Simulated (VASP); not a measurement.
A run of VASP 6.6.1 is set up as follows.

Contents of POSCAR:

```
Pd
1.0
    2.7527666992      0.0000000000      0.0000000000
    1.3763833496      2.3839658922      0.0000000000
    1.3763833496      0.7946552974      2.2476245980
Pd
1
Direct
    0.0000000000      0.0000000000      0.0000000000
```

INCAR.step1

```
PREC = Accurate ; ENCUT = 550
ISMEAR = -1 ; SIGMA = 0.1
LREAL = False ; LASPH = True
NELM = 200 ; ISPIN = 2
MAGMOM = 1 ; NUPDOWN = 1.0
LMAXMIX = 4 ; LDAU = True
LDAUTYPE = 2 ; LDAUL = 2
LDAUU = 8 ; LDAUJ = 0
NBANDS = 15 ; GGA = PE
ALGO = Normal ; EDIFF = 1E-5
LWAVE = True ; LCHARG = False
GGA_COMPAT = False
```

INCAR.step2

```
PREC = Accurate ; ENCUT = 550
EDIFF = 1E-6 ; ISMEAR = -1
SIGMA = 0.1 ; LREAL = False
LASPH = True ; NELM = 200
ALGO = Normal ; ISIF = 2
LWAVE = False ; LCHARG = False
ISPIN = 2 ; MAGMOM = 1
LORBIT = 11 ; NUPDOWN = 1.0
LMAXMIX = 4 ; LDAU = True
LDAUTYPE = 2 ; LDAUL = 2
LDAUU = 8 ; LDAUJ = 0
LDAUPRINT = 1 ; METAGGA = R2SCAN
LMIXTAU = True ; NBANDS = 15
ISTART = 1 ; GGA_COMPAT = False
```

KPOINTS

```
regular mesh
0
Gamma
  12 12 12
```

Potentials or basis: VASP PAW PBE potentials, release 64 (Pd).

Command:

```console
$ cat potpaw_PBE.64/Pd/POTCAR > POTCAR
$ cp INCAR.step1 INCAR
$ mpirun -np 1 vasp_std > vasp.out
$ cp INCAR.step2 INCAR
$ mpirun -np 1 vasp_std > vasp.out
```

Question: Predict the pressure.

Answer: -13.2 GPa.

Eigenvalues of the final occupation matrices:
```
    site  spin  trace               eigenvalues
site 1 d     1   5.09  1.02 1.02 1.02 1.02 1.02
site 1 d     2   4.17  0.73 0.73 0.73 0.99 0.99
```

Caveat: the cell stands under tension; the PAW data sets were made with another functional, which shifts forces and pressure a little; the total moment is fixed, so each spin has its own Fermi level; the U is typed as a test and isn't derived for this compound.
